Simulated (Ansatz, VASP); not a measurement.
# MgO: VASP beside Ansatz

Contents of INCAR:

```
PREC = Accurate ; ENCUT = 520
EDIFF = 1E-7 ; ISMEAR = 0
SIGMA = 0.05 ; LREAL = False
LASPH = True ; NELM = 60
ALGO = Normal ; ISIF = 2
LWAVE = False ; LCHARG = False
GGA = PE ; NBANDS = 11
```

Contents of KPOINTS:

```
regular mesh
0
Gamma
  10 10 10
```

The input POSCAR:

```
MgO
1.0
    0.0000000000      2.1351500000      2.1351500000
    2.1351500000      0.0000000000      2.1351500000
    2.1351500000      2.1351500000      0.0000000000
Mg O
1 1
Direct
    0.0000000000      0.0000000000      0.0000000000
    0.5234175585      0.4297473245      0.4765824415
```

Input for Ansatz:

```yaml
crystal:
  lattice:
    - [0.0, 2.13515, 2.13515]
    - [2.13515, 0.0, 2.13515]
    - [2.13515, 2.13515, 0.0]
  atoms:
    - { symbol: Mg, position: [0.0, 0.0, 0.0] }
    - { symbol: O, position: [0.5234175585, 0.4297473245, 0.4765824415] }
basis:
  ecutwfc: 420
kpoints:
  mp_grid: { grid: [10, 10, 10] }
hamiltonian:
  xc: pbe
scf:
  occupations: { method: gaussian, width: 0.05 }
output:
  forces: true
  stress: true
  eigenvalues: true
```

Alike in both runs: task single point; functional PBE; k mesh 10 × 10 × 10; occupations gaussian, width 0.05 eV; no spin polarisation.

|  | VASP | Ansatz |
| --- | --- | --- |
| version | VASP 6.6.1 | Ansatz 0.2.0 |
| potentials or method | VASP PAW PBE potentials, release 64 (Mg, O), cutoff 520 eV | scalar-relativistic, plane waves, PAW |
| valence electrons in the cell | 8 | 16 |

Ansatz gave:

* gap on the k mesh at the Fermi level (eV): 4.34
* least direct gap on the mesh (eV): 4.34
* pressure (GPa): 2.6
* traceless stress, the component that is largest in VASP (GPa): 7.38
* rms of the force components (eV/Å): 0.692

**Question.** Which values does VASP return?

**Answer.** gap on the k mesh at the Fermi level (eV): 4.32; least direct gap on the mesh (eV): 4.32; pressure (GPa): 1.9; traceless stress, the component that is largest in VASP (GPa): 7.47; rms of the force components (eV/Å): 0.702.

Atom by atom the forces differ by 0.010 eV/Å (rms over components). With one functional, cell and mesh, what is left measures potentials, basis and numerics. VASP's potentials hold 8 valence electrons a cell and Ansatz's 16, so a difference there can come from the potentials and not from the codes.
